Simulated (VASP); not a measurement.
# ZnS in VASP: notebook

ZnS is run at these levels: PBE; tasks: single point.

All numbers are computed with VASP 6.6.1; they aren't measurements. Logs are shortened: lines on timing, memory, paths and dates and some standing lists are left out, and cuts for length are marked.

## (1) The cell of the first run

The structure is cubic, space group F-43m (No. 216). The conventional cell has a = 5.550 Å, b = 5.550 Å, c = 5.550 Å, α = 90.00°, β = 90.00°, γ = 90.00°. Within 3.2 Å of Zn (site symmetry -43m) lie 4 S at 2.40 Å. Within 3.2 Å of S (site symmetry -43m) lie 4 Zn at 2.40 Å.

## (2) Single point, PBE

Contents of INCAR:

```
SYSTEM = ZnS
  PREC = Accurate
  ENCUT = 500
  EDIFF = 1E-6
  ISMEAR = 0
  SIGMA = 0.01
  LREAL = .False.
  LASPH = .True.
  NELM = 120
  ALGO = Normal
  ISIF = 2
  LWAVE = .False.
  LCHARG = .False.
  GGA = PE
  NBANDS = 16
  GGA_COMPAT = .False.
```

Contents of KPOINTS:

```
Automatic mesh
0
Gamma
  4 4 4
  0 0 0
```

Contents of POSCAR:

```
ZnS
1.0
    0.0000000000      2.7747779687      2.7747779687
    2.7747779687      0.0000000000      2.7747779687
    2.7747779687      2.7747779687      0.0000000000
Zn S
1 1
Direct
    0.0000000000      0.0000000000      0.0000000000
    0.2500000000      0.2500000000      0.2500000000
```

Potentials or basis: VASP PAW PBE potentials, release 64 (Zn, S).

The run is started by

```sh
> cat potpaw_PBE.64/Zn/POTCAR potpaw_PBE.64/S/POTCAR > POTCAR
> mpirun -np 1 vasp_std > vasp.out
```

OUTCAR:

```text
SYSTEM = ZnS
   PREC = Accurate
   ENCUT = 500
   EDIFF = 1E-6
   ISMEAR = 0
   LREAL = .False.
   LASPH = .True.
   NELM = 120
   ISIF = 2
   GGA = PE

 ion  position               nearest neighbor table
   1  0.000  0.000  0.000-   2 2.40   2 2.40   2 2.40   2 2.40
   2  0.250  0.250  0.250-   1 2.40   1 2.40   1 2.40   1 2.40

  LATTYP: Found a face centered cubic cell.
 ALAT       =     5.5495559374

  Lattice vectors:

 A1 = (   0.0000000000,   2.7747779687,   2.7747779687)
 A2 = (   2.7747779687,   0.0000000000,   2.7747779687)
 A3 = (   2.7747779687,   2.7747779687,   0.0000000000)

Analysis of symmetry for initial positions (statically):
=====================================================================
 Subroutine PRICEL returns:
 Original cell was already a primitive cell.

 Routine SETGRP: Setting up the symmetry group for a
 face centered cubic supercell.

 Subroutine GETGRP returns: Found 24 space group operations
 (whereof 24 operations were pure point group operations)
 out of a pool of 48 trial point group operations.

The static configuration has the point symmetry T_d .

Analysis of symmetry for dynamics (positions and initial velocities):
=====================================================================
 Subroutine PRICEL returns:
 Original cell was already a primitive cell.

 Routine SETGRP: Setting up the symmetry group for a
 face centered cubic supercell.

 Subroutine GETGRP returns: Found 24 space group operations
 (whereof 24 operations were pure point group operations)
 out of a pool of 48 trial point group operations.

The dynamic configuration has the point symmetry T_d .

 Subroutine INISYM returns: Found 24 space group operations
 (whereof 24 operations are pure point group operations),
 and found     1 'primitive' translations

----------------------------------------------------------------------------------------

                                     Primitive cell

  volume of cell :      42.7282

  direct lattice vectors                    reciprocal lattice vectors
     0.000000000  2.774777969  2.774777969    -0.180194598  0.180194598  0.180194598
     2.774777969  0.000000000  2.774777969     0.180194598 -0.180194598  0.180194598
     2.774777969  2.774777969  0.000000000     0.180194598  0.180194598 -0.180194598

  length of vectors
     3.924128636  3.924128636  3.924128636     0.312106199  0.312106199  0.312106199

  position of ions in fractional coordinates (direct lattice)
     0.000000000  0.000000000  0.000000000
     0.250000000  0.250000000  0.250000000

  ion indices of the primitive-cell ions
   primitive index   ion index
                 1           1
                 2           2

----------------------------------------------------------------------------------------

 KPOINTS: Automatic mesh

Automatic generation of k-mesh.
 Grid dimensions read from file:
 generate k-points for:    4    4    4

 Generating k-lattice:

  Cartesian coordinates                     Fractional coordinates (reciprocal lattice)
    -0.045048649  0.045048649  0.045048649     0.250000000  0.000000000  0.000000000
     0.045048649 -0.045048649  0.045048649     0.000000000  0.250000000  0.000000000
     0.045048649  0.045048649 -0.045048649     0.000000000  0.000000000  0.250000000

  Length of vectors
     0.078026550  0.078026550  0.078026550

  Shift w.r.t. Gamma in fractional coordinates (k-lattice)
     0.000000000  0.000000000  0.000000000

 Subroutine IBZKPT returns following result:
 ===========================================

 Found      8 irreducible k-points:

 Following reciprocal coordinates:
            Coordinates               Weight
  0.000000  0.000000  0.000000      1.000000
  0.250000  0.000000  0.000000      8.000000
  0.500000  0.000000  0.000000      4.000000
  0.250000  0.250000  0.000000      6.000000
  0.500000  0.250000  0.000000     24.000000
 -0.250000  0.250000  0.000000     12.000000
  0.500000  0.500000  0.000000      3.000000
 -0.250000  0.500000  0.250000      6.000000
   k-points           NKPTS =      8   k-points in BZ     NKDIM =      8   number of bands    NBANDS=     16
   number of dos      NEDOS =    301   number of ions     NIONS =      2
   total plane-waves  NPLWV =  27000
   dimension x,y,z NGX =    30 NGY =   30 NGZ =   30
   dimension x,y,z NGXF=    60 NGYF=   60 NGZF=   60
   ions per type =               1   1
   NGX,Y,Z   is equivalent  to a cutoff of  12.71, 12.71, 12.71 a.u.
   NGXF,Y,Z  is equivalent  to a cutoff of  25.42, 25.42, 25.42 a.u.
 SYSTEM =  ZnS
   PREC   = accura    normal or accurate (medium, high low for compatibility)
   ISTART =      0    job   : 0-new  1-cont  2-samecut
   ICHARG =      2    charge: 1-file 2-atom 10-const
   ISPIN  =      1    spin polarized calculation?
   LNONCOLLINEAR =      F non collinear calculations
   LSORBIT =      F    spin-orbit coupling
   LASPH  =      T    aspherical Exc in radial PAW
   ENCUT  =  500.0 eV  36.75 Ry    6.06 a.u.   7.15  7.15  7.15*2*pi/ulx,y,z
   NELM   =    120;   NELMIN=  2; NELMDL= -5     # of ELM steps
   EDIFF  = 0.1E-05   stopping-criterion for ELM
   LREAL  =      F    real-space projection
[... 7 lines left out ...]
   TEBEG  =    0.0;   TEEND  =   0.0 temperature during run
   PSTRESS=    0.0 pullay stress
   NELECT =      18.0000    total number of electrons
   NUPDOWN=      -1.0000    fix difference up-down
   EMIN   =  10.00;   EMAX   =-10.00  energy-range for DOS
   EFERMI =   0.00;   METHOD = LEGACY
   ISMEAR =     0;   SIGMA  =   0.01  broadening in eV -4-tet -1-fermi 0-gaus
   EFERMI_NEDOS =   21; number of points for ismear=-14 and -15
   IALGO  =     38    algorithm
   IMIX   =      4    mixing-type and parameters
     AMIX     =   0.40;   BMIX     =  1.00
     AMIX_MAG =   1.60;   BMIX_MAG =  1.00
  volume/ion in A,a.u.               =      21.36       144.17
  Fermi-wavevector in a.u.,A,eV,Ry     =   1.227234  2.319136 20.491784  1.506104
  Thomas-Fermi vector in A             =   2.362205
   LORBIT       =      0    0 simple, 1 ext, 2 COOP (PROOUT), +10 PAW based schemes
   GGA     = PE    functional components
   LHFCALC =     F    Hartree Fock is set to
   AEXX    =    0.0000 exact exchange contribution
   IVDW    =     0    specifies the selected vdW correction
   LEPSILON=     F    determine dielectric tensor
   LRPA    =     F    only Hartree local field effects (RPA)
 non-spin polarized calculation
 Gauss-broadening in eV      SIGMA  =   0.01
  energy-cutoff  :      500.00
  volume of cell :       42.73
 maximum number of plane-waves:      1106
 NGX is ok and might be reduce to    30
   NGX = 15   NGY = 15   NGZ = 15

 number of electron      17.9999987 magnetization

 Free energy of the ion-electron system (eV)
  ---------------------------------------------------
  ext. energy  EPLUGINS =         0.00000000
  ---------------------------------------------------
  free energy    TOTEN  =        -6.78535732 eV

  energy without entropy =       -6.78535732  energy(sigma->0) =       -6.78535732

 E-fermi :   1.4858     XC(G=0):  -9.2496

 val. band max:        1.4230758631   @ k =   0.0000   0.0000   0.0000
 cond. band min:       3.1845622604   @ k =   0.0000   0.0000   0.0000
 fundamental gap:      1.7614863973
 Fermi energy:         1.4858458081

 k-point     1 :       0.0000    0.0000    0.0000
  band No.  band energies     occupation
      1     -11.1928      2.00000
      2      -4.6572      2.00000
      3      -4.6572      2.00000
      4      -4.6572      2.00000
      5      -4.2514      2.00000
      6      -4.2514      2.00000
[... 8 lines left out ...]
     15      13.0734      0.00000
     16      13.0734      0.00000

 k-point     2 :       0.2500    0.0000    0.0000
  band No.  band energies     occupation
      1     -10.8291      2.00000
      2      -4.6012      2.00000
      3      -4.6012      2.00000
      4      -4.5900      2.00000
      5      -4.2498      2.00000
      6      -4.2498      2.00000
[... 8 lines left out ...]
     15      12.3126      0.00000
     16      13.3828      0.00000

 k-point     3 :       0.5000    0.0000    0.0000
  band No.  band energies     occupation
      1     -10.4023      2.00000
      2      -4.5609      2.00000
      3      -4.5609      2.00000
      4      -4.2268      2.00000
      5      -4.2268      2.00000
      6      -4.0760      2.00000
[... 8 lines left out ...]
     15      14.6056      0.00000
     16      14.6056      0.00000

 k-point     4 :       0.2500    0.2500    0.0000
  band No.  band energies     occupation
      1     -10.7076      2.00000
      2      -4.6688      2.00000
      3      -4.5345      2.00000
      4      -4.5345      2.00000
      5      -4.2807      2.00000
      6      -4.2212      2.00000
[... 8 lines left out ...]
     15      13.8303      0.00000
     16      16.5555      0.00000

 k-point     5 :       0.5000    0.2500    0.0000
  band No.  band energies     occupation
      1     -10.2790      2.00000
      2      -4.5649      2.00000
      3      -4.4692      2.00000
      4      -4.3632      2.00000
      5      -4.2162      2.00000
      6      -4.0972      2.00000
[... 8 lines left out ...]
     15      14.7239      0.00000
     16      15.7744      0.00000

 k-point     6 :      -0.2500    0.2500    0.0000
  band No.  band energies     occupation
      1     -10.4222      2.00000
      2      -4.5479      2.00000
      3      -4.5271      2.00000
      4      -4.3809      2.00000
      5      -4.2624      2.00000
      6      -4.1935      2.00000
[... 8 lines left out ...]
     15      14.2259      0.00000
     16      15.6346      0.00000

 k-point     7 :       0.5000    0.5000    0.0000
  band No.  band energies     occupation
      1     -10.1380      2.00000
      2      -4.6234      2.00000
      3      -4.3756      2.00000
      4      -4.3756      2.00000
      5      -4.1910      2.00000
      6      -4.0621      2.00000
[... 8 lines left out ...]
     15      15.0085      0.00000
     16      15.6857      0.00000

 k-point     8 :      -0.2500    0.5000    0.2500
  band No.  band energies     occupation
      1     -10.1332      2.00000
      2      -4.5268      2.00000
      3      -4.4284      2.00000
      4      -4.2837      2.00000
      5      -4.2816      2.00000
      6      -3.9232      2.00000
[... 8 lines left out ...]
     15      15.0434      0.00000
     16      15.8585      0.00000

------------------------ aborting loop because EDIFF is reached ----------------------------------------

  FORCE on cell =-STRESS in cart. coord.  units (eV):
  Direction    XX          YY          ZZ          XY          YZ          ZX
  --------------------------------------------------------------------------------------
  -------------------------------------------------------------------------------------
  Total       -0.8544745     -0.8544745     -0.8544745     -0.0000000      0.0000000      0.0000000
  in kB      -32.0401841    -32.0401841    -32.0401841     -0.0000000      0.0000000      0.0000000
  external PRESSURE =     -32.0401841 kB  Pullay stress =       0.0000000 kB

 VOLUME and BASIS-vectors are now :
 -----------------------------------------------------------------------------
  energy-cutoff  :      500.00
  volume of cell :       42.73
      direct lattice vectors                 reciprocal lattice vectors
     0.000000000  2.774777969  2.774777969    -0.180194598  0.180194598  0.180194598
     2.774777969  0.000000000  2.774777969     0.180194598 -0.180194598  0.180194598
     2.774777969  2.774777969  0.000000000     0.180194598  0.180194598 -0.180194598

 POSITION                                       TOTAL-FORCE (eV/Angst)
 -----------------------------------------------------------------------------------
      0.00000      0.00000      0.00000        -0.000000     -0.000000     -0.000000
      1.38739      1.38739      1.38739         0.000000      0.000000      0.000000
 -----------------------------------------------------------------------------------
    total drift:                                0.000000      0.000000      0.000000

  FREE ENERGIE OF THE ION-ELECTRON SYSTEM (eV)
  ---------------------------------------------------
  free  energy   TOTEN  =        -6.7853573225 eV

  energy  without entropy=       -6.7853573225  energy(sigma->0) =       -6.78535732
```

It took 17 s on 1 thread of Intel Xeon 8259CL, shared host; peak memory 0.16 GiB.

What came out:

```yaml
Free_energy: -6.7854 eV
Pressure: -3.2 GPa
Band_gap_on_the_k_mesh: 1.76 eV, direct
```

Levels at points of the mesh, in eV from the valence-band top:
| k point | band 7 | band 8 | band 9 | band 10 | band 11 | band 12 |
| --- | --- | --- | --- | --- | --- | --- |
| (0.00, 0.00, 0.00) | 0.00 | 0.00 | 0.00 | 1.76 | 6.42 | 6.42 |
| (0.50, 0.00, 0.00) | -4.80 | -0.76 | -0.76 | 3.13 | 6.94 | 6.94 |
| (0.50, 0.50, 0.00) | -4.27 | -1.95 | -1.95 | 3.56 | 4.04 | 10.44 |

Caveat: the k points lie up to 0.49 Å⁻¹ apart.

## (3) Single point, PBE

Contents of INCAR:

```
ALGO = Normal ; EDIFF = 1E-6
ENCUT = 500 ; GGA = PE
GGA_COMPAT = F ; ISIF = 2
ISMEAR = 0 ; LASPH = T
LCHARG = F ; LREAL = F
LWAVE = F ; NBANDS = 16
NELM = 120 ; PREC = Accurate
SIGMA = 0.01
```

Contents of KPOINTS:

```
k-points
0
Gamma
  4 4 4
```

POSCAR is that of step 2.

Potentials or basis: VASP PAW PBE potentials, release 64 (Zn, S).

The run is started by

```sh
> cat potpaw_PBE.64/Zn/POTCAR potpaw_PBE.64/S/POTCAR > POTCAR
> mpirun -np 1 vasp_std > vasp.out
```

Wall time 17 s (1 thread of Intel Xeon 8259CL, shared host); peak memory 0.16 GiB.

The run converged. Its results:

```yaml
Free_energy: -6.7854 eV
Pressure: -3.2 GPa
Band_gap_on_the_k_mesh: 1.76 eV, direct
```

Levels at points of the mesh, in eV from the valence-band top:
```
           k point  band 6  band 7  band 8  band 9  band 10  band 11  band 12  band 13
(0.00, 0.00, 0.00)   -5.67    0.00    0.00    0.00     1.76     6.42     6.42     6.42
(0.50, 0.00, 0.00)   -5.50   -4.80   -0.76   -0.76     3.13     6.94     6.94     8.56
(0.50, 0.50, 0.00)   -5.49   -4.27   -1.95   -1.95     3.56     4.04    10.44    11.42
```

Caveat: the k points lie up to 0.49 Å⁻¹ apart.

## (4) Single point, PBE

This run uses another cell than the first one, of 19.78 Å³/atom, 0.926 times its volume.

Contents of INCAR:

```
SYSTEM = ZnS
PREC = Accurate
ENCUT = 500
EDIFF = 1E-6
ISMEAR = 0
SIGMA = 0.01
LREAL = .FALSE.
LASPH = .TRUE.
NELM = 120
ALGO = Normal
ISIF = 2
LWAVE = .FALSE.
LCHARG = .FALSE.
GGA = PE
NBANDS = 16
GGA_COMPAT = .FALSE.
```

Contents of KPOINTS:

```
regular mesh
0
G
  3 3 3
  0 0 0
```

Contents of POSCAR:

```
ZnS
1.0
    0.0000000000      2.7045000000      2.7045000000
    2.7045000000      0.0000000000      2.7045000000
    2.7045000000      2.7045000000      0.0000000000
Zn S
1 1
Direct
    0.0000000000      0.0000000000      0.0000000000
    0.2370586060      0.2629413940      0.2629413940
```

The run is started by

```sh
> cat potpaw_PBE.64/Zn/POTCAR potpaw_PBE.64/S/POTCAR > POTCAR
> mpirun -np 1 vasp_std > vasp.out
```

It used 9.6 s of CPU time on 1 thread of AMD EPYC 7R13 Processor (Zen 3), on a shared host.

The run converged. Its results:

- Free energy: -6.6158 eV
- Pressure: 3.0 GPa
- Largest force: 0.404 eV/Å
- Band gap on the k mesh: 2.02 eV, direct

Forces in eV/Å, atoms in the order of the input:
```
Zn   0.404  0.000  0.000
S   -0.404  0.000  0.000
```

Stress tensor (GPa, compression positive):
```
 2.86  0.00  0.00
 0.00  3.02 -1.56
 0.00 -1.56  3.02
```

Levels at points of the mesh, in eV from the valence-band top:
```csv
k point,band 5,band 6,band 7,band 8,band 9,band 10,band 11,band 12,band 13,band 14
"(0.00, 0.00, 0.00)",-5.99,-5.99,-0.13,-0.05,0.00,2.02,6.26,6.28,6.34,11.66
```

Caveat: the k points lie up to 0.67 Å⁻¹ apart.

[end of part 1 of 2]
